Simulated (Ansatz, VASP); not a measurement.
Ga3Se: VASP beside Ansatz

File INCAR:

```
PREC = Accurate
ENCUT = 600
EDIFF = 1E-6
ISMEAR = 0
SIGMA = 0.1
LREAL = False
LASPH = True
NELM = 60
ALGO = Normal
ISIF = 3
LWAVE = False
LCHARG = False
GGA = PE
IBRION = 2
NSW = 90
EDIFFG = -0.04
```

The input KPOINTS:

```
regular mesh
0
Gamma
  4 4 4
```

Contents of POSCAR:

```
Ga3Se
1.0
    3.9085140800      0.0000000000      0.0000000000
    0.0000000000      3.9085140800      0.0000000000
    0.0000000000      0.0000000000      5.6306242800
Ga Se
3 1
Direct
    0.0000000000      0.5000000000      0.5000000000
    0.5000000000      0.0000000000      0.5000000000
    0.5000000000      0.5000000000      0.0000000000
    0.0000000000      0.0000000000      0.0000000000
```

Input for Ansatz:

```yaml
crystal:
  lattice:
    - [3.90851408, 0.0, 0.0]
    - [0.0, 3.90851408, 0.0]
    - [0.0, 0.0, 5.63062428]
  atoms:
    - { symbol: Ga, position: [0.0, 0.5, 0.5] }
    - { symbol: Ga, position: [0.5, 0.0, 0.5] }
    - { symbol: Ga, position: [0.5, 0.5, 0.0] }
    - { symbol: Se, position: [0.0, 0.0, 0.0] }
basis:
  ecutwfc: 420
kpoints:
  mp_grid: { grid: [4, 4, 4] }
hamiltonian:
  xc: pbe
scf:
  occupations: { method: gaussian, width: 0.1 }
  lower_state_search: "off"
output:
  forces: true
  stress: true
  eigenvalues: true
relax:
  adjacent_minimum: "off"
  f_tol: 0.04
  max_steps: 70
  cell: { stress_tol: 0.4 }
```

Alike in both runs: task relaxation of cell and atoms; functional PBE; k mesh 4 × 4 × 4; occupations gaussian, width 0.1 eV; no spin polarisation.

```csv
,VASP,Ansatz
version,VASP 6.6.1,Ansatz 0.2.0
potentials or method,"VASP PAW PBE potentials, release 64 (Ga_d, Se), cutoff 600 eV","scalar-relativistic, plane waves, PAW"
valence electrons in the cell,45,55
```

```csv
,VASP,Ansatz,Ansatz less VASP
"gap on the k mesh at the Fermi level, each at its own relaxed structure (eV)",none,none,-
relaxed volume (Å³/atom),21.26,21.16,-0.102
relaxed length of the cell vector where the two differ most in proportion (Å),5.182,5.035,-0.1472
```

A gap of «none» marks a metal or a gap that the smearing closes. VASP's potentials hold 45 valence electrons a cell and Ansatz's 55, so a difference there can come from the potentials and not from the codes.

The k mesh is coarse, so the values compare programs but aren't converged.
